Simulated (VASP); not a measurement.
A run of VASP 6.6.1 is set up as follows.

The input INCAR:

```
SYSTEM = Sr
  PREC = Accurate
  ENCUT = 600
  EDIFF = 1E-7
  ISMEAR = 0
  SIGMA = 0.1
  LREAL = .False.
  LASPH = .True.
  NELM = 80
  ALGO = Normal
  ISIF = 3
  LWAVE = .False.
  LCHARG = .False.
  GGA = PS
  IBRION = 2
  NSW = 80
  EDIFFG = -0.01
```

File KPOINTS:

```
regular mesh
0
Gamma
  12 12 12
  0 0 0
```

The input POSCAR:

```
Sr
1.0
   -2.3392781351      2.3392781351      2.3230838746
    2.3392781351     -2.3392781351      2.3230838746
    2.3392781351      2.3392781351     -2.3230838746
Sr
1
Direct
    0.0000000000      0.0000000000      0.0000000000
```

Potentials or basis: VASP PAW PBE potentials, release 64 (Sr_sv).

Run with:

```console
$ cat potpaw_PBE.64/Sr_sv/POTCAR > POTCAR
$ mpirun -np 1 vasp_std > vasp.out
```

Predict the band gap on the k mesh.

zero (bands 5 and 6 overlap by 0.59 eV).

What does it give for the relaxed cell?

a = 4.044 Å, b = 4.044 Å, c = 4.044 Å, α = 109.30°, β = 109.30°, γ = 109.82°.

Final structure:
```xyz
1
Lattice="-2.3400 2.3400 2.3250 2.3400 -2.3400 2.3250 2.3400 2.3400 -2.3250" Properties=species:S:1:pos:R:3 pbc="T T T"
Sr    0.0000    0.0000    0.0000
```
